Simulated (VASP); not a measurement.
**BN (Qingsongite): single point with PBE**

The system is BN (Qingsongite).

```
CELL_PARAMETERS angstrom
0.00000 1.80750 1.80750
1.80750 0.00000 1.80750
1.80750 1.80750 0.00000
ATOMIC_POSITIONS crystal
B 0.00000 0.00000 0.00000
N 0.25000 0.25000 0.25000
```

```json
{
 "Program": "VASP 6.6.1",
 "Task": "single point",
 "Functional": "PBE",
 "Potentials or basis": "VASP PAW PBE potentials, release 64 (B, N)",
 "Cutoff": "600 eV",
 "k mesh": "12 × 12 × 12",
 "Occupations": "gaussian, width 0.02 eV",
 "Spin": "no spin polarisation",
 "Dipole correction": "no",
 "Further INCAR settings": "ALGO = Normal; EDIFF = 1e-06; NBANDS = 11"
}
```

| Item | Value |
| --- | --- |
| Pressure | 3.0 GPa |
| Band gap on the k mesh | 4.46 eV, indirect (least direct gap 8.82 eV) |

Levels at points of the mesh, in eV from the valence-band top:
| k point | band 1 | band 2 | band 3 | band 4 | band 5 | band 6 | band 7 | band 8 |
| --- | --- | --- | --- | --- | --- | --- | --- | --- |
| (0.00, 0.00, 0.00) | -20.23 | 0.00 | 0.00 | 0.00 | 8.82 | 8.82 | 8.82 | 10.35 |
| (0.50, 0.00, 0.00) | -16.01 | -10.69 | -1.94 | -1.94 | 10.15 | 10.71 | 10.71 | 15.26 |
| (0.50, 0.50, 0.00) | -14.65 | -8.92 | -4.90 | -4.90 | 4.46 | 9.23 | 17.92 | 17.92 |

Wall time 7.3 s on 1 thread of AMD EPYC 7R13 Processor (Zen 3), with other jobs on the host, peak memory 0.09 GiB.

A k mesh can miss the band edges. Expect the measured gap to be larger: semilocal functionals such as PBE lack the derivative discontinuity.
